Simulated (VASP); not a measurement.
The system is HfN.

```xyz
2
Lattice="0.0000 2.4548 2.4548 2.4548 0.0000 2.4548 2.4548 2.4548 0.0000" Properties=species:S:1:pos:R:3 pbc="T T T"
Hf    0.0000    0.0000    0.0000
N     3.6822    3.6822    3.6822
```

* Program: VASP 6.6.1
* Task: relaxation of cell and atoms
* Functional: PBEsol
* Potentials or basis: VASP PAW PBE potentials, release 64 (Hf_pv, N)
* Cutoff: 600 eV
* k mesh: 14 × 14 × 14
* Occupations: gaussian, width 0.1 eV
* Spin: no spin polarisation

At the start: pressure -6.0 GPa; volume 14.79 Å³/atom.

**Question.** Where does the relaxation end?

**Answer.** Over 4 steps the energy falls by 8.6 meV/atom and the volume is 14.34 Å³/atom (-3.0 %); space group F-43m (No. 216, to 0.05 Å).

Step by step:
| step | energy change (eV) | largest force (eV/Å) | pressure (GPa) | volume (Å³) |
| --- | --- | --- | --- | --- |
| 1 | 0.0000 | 0.0000 | -6.02 | 29.59 |
| 2 | 0.0330 | 0.0000 | 11.86 | 27.27 |
| 3 | -0.0173 | 0.0000 | -0.08 | 28.70 |
| 4 | -0.0173 | 0.0000 | 0.04 | 28.69 |

Final structure:
```yaml
crystal:
  lattice:
    - [0.00000, 2.42966, 2.42966]
    - [2.42966, 0.00000, 2.42966]
    - [2.42966, 2.42966, 0.00000]
  atoms:
    - { symbol: Hf, position: [0.00000, 0.00000, 0.00000] }
    - { symbol: N, position: [0.75000, 0.75000, 0.75000] }
```

Caveat: the PAW data sets were made with another functional, which shifts forces and pressure a little.
